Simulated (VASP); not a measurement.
Input of a VASP 6.6.1 run:

File INCAR:

```
SYSTEM = AgCl
PREC     = Accurate       ! precision mode
ENCUT    = 520            ! plane-wave cutoff, eV
EDIFF    = 1E-7           ! SCF threshold, eV
ISMEAR   = 0              ! smearing method
SIGMA    = 0.05           ! smearing width, eV
LREAL    = .False.        ! projectors in reciprocal space
LASPH    = .True.         ! aspherical terms in the spheres
NELM     = 80             ! most SCF steps
ALGO     = Normal         ! electronic algorithm
ISIF     = 2              ! what is computed and relaxed
LWAVE    = .False.        ! write WAVECAR
LCHARG   = .True.         ! write CHGCAR
GGA      = PS             ! functional
LELF     = .True.         ! ELF
LVHAR    = .True.       
NBANDS   = 16             ! bands
```

Contents of KPOINTS:

```
regular mesh
0
Gamma
  12 12 12
  0 0 0
```

Contents of POSCAR:

```
AgCl
1.0
    3.2719096894     -0.0577134681     -0.0577134681
   -0.0577134681      3.2719096894     -0.0577134681
   -0.0577134681     -0.0577134681      3.2719096894
Ag Cl
1 1
Direct
    0.0000000000      0.0000000000      0.0000000000
    0.5000000000      0.5000000000      0.5000000000
```

Potentials or basis: VASP PAW PBE potentials, release 64 (Ag, Cl).

Command:

```sh
$ cat potpaw_PBE.64/Ag/POTCAR potpaw_PBE.64/Cl/POTCAR > POTCAR
$ mpirun -np 1 vasp_std > vasp.out
```

(1) Estimate the pressure.

(2) Predict the band gap on the k mesh.

## Answers

(1) 4.1 GPa.

(2) 0.37 eV, indirect (least direct gap 2.46 eV).

Caveat: the PAW data sets were made with another functional, which shifts forces and pressure a little.
